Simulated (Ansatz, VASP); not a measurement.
## Two plane-wave programs on InB3As4

INCAR

```
SYSTEM = InB3As4
ALGO = Normal
EDIFF = 1E-7
ENCUT = 520
GGA = PE
GGA_COMPAT = .FALSE.
ISIF = 2
ISMEAR = -1
LASPH = .TRUE.
LCHARG = .FALSE.
LNONCOLLINEAR = .TRUE.
LORBIT = 11
LORBMOM = .TRUE.
LREAL = .FALSE.
LSORBIT = .TRUE.
LWAVE = .FALSE.
MAGMOM = 0 0 0 0 0 0 0 0 0 0 0 0 0 0 0 0 0 0 0 0 0 0 0 0
NBANDS = 60
NELM = 150
PREC = Accurate
SIGMA = 0.02
```

The input KPOINTS:

```
k-points
0
G
  6 6 6
  0 0 0
```

POSCAR

```
InB3As4
1.0
    5.1567957722      0.0000000000      0.0000000000
    0.0000000000      5.1567957722      0.0000000000
    0.0000000000      0.0000000000      5.1567957722
B As In
3 4 1
Direct
    0.5000000000      0.0000000000      0.0000000000
    0.0000000000      0.5000000000      0.0000000000
    0.0000000000      0.0000000000      0.5000000000
    0.7735014892      0.2264985108      0.2264985108
    0.2264985108      0.7735014892      0.2264985108
    0.2264985108      0.2264985108      0.7735014892
    0.7735014892      0.7735014892      0.7735014892
    0.5000000000      0.5000000000      0.5000000000
```

Input for Ansatz:

```yaml
crystal:
  lattice:
    - [5.1567957722, 0.0, 0.0]
    - [0.0, 5.1567957722, 0.0]
    - [0.0, 0.0, 5.1567957722]
  atoms:
    - { symbol: B, position: [0.5, 0.0, 0.0] }
    - { symbol: As, position: [0.7735014892, 0.2264985108, 0.2264985108] }
    - { symbol: B, position: [0.0, 0.5, 0.0] }
    - { symbol: As, position: [0.2264985108, 0.7735014892, 0.2264985108] }
    - { symbol: B, position: [0.0, 0.0, 0.5] }
    - { symbol: As, position: [0.2264985108, 0.2264985108, 0.7735014892] }
    - { symbol: In, position: [0.5, 0.5, 0.5] }
    - { symbol: As, position: [0.7735014892, 0.7735014892, 0.7735014892] }
kpoints:
  mp_grid: { grid: [6, 6, 6] }
  band_path:
    path: [[0.0, 0.0, 0.0], [0.0, 0.5, 0.0], [0.5, 0.5, 0.0], [0.5, 0.5, 0.5]]
    npoints: 1
hamiltonian:
  xc: pbe
scf:
  occupations: { method: fermi_dirac, width: 0.02 }
  n_extra_bands: 12
magnetization:
  noncollinear: true
  spin_orbit: true
output:
  forces: true
  stress: true
  eigenvalues: true
```

Alike in both runs: task single point; functional PBE; k mesh 6 × 6 × 6; occupations fermi-dirac, width 0.02 eV; non-collinear spin, spin-orbit coupling.

|  | VASP | Ansatz |
| --- | --- | --- |
| version | VASP 6.6.1 | Ansatz 0.2.0 |
| potentials or method | VASP PAW PBE potentials, release 64 (B, As, In_d) | plane waves, PAW |
| plane-wave cutoff (eV) | 520 | 420 |
| valence electrons in the cell | 42 | 82 |

|  | VASP | Ansatz | Ansatz less VASP |
| --- | --- | --- | --- |
| pressure (GPa) | 2.2 | 1.9 | -0.29 |
| rms of the force components (eV/Å) | 0.082 | 0.086 | +0.0041 |
| net moment per atom (μB) | 0.00 | 0.00 | 0.000 |

VASP's potentials hold 42 valence electrons a cell and Ansatz's 82, so a difference there can come from the potentials and not from the codes.
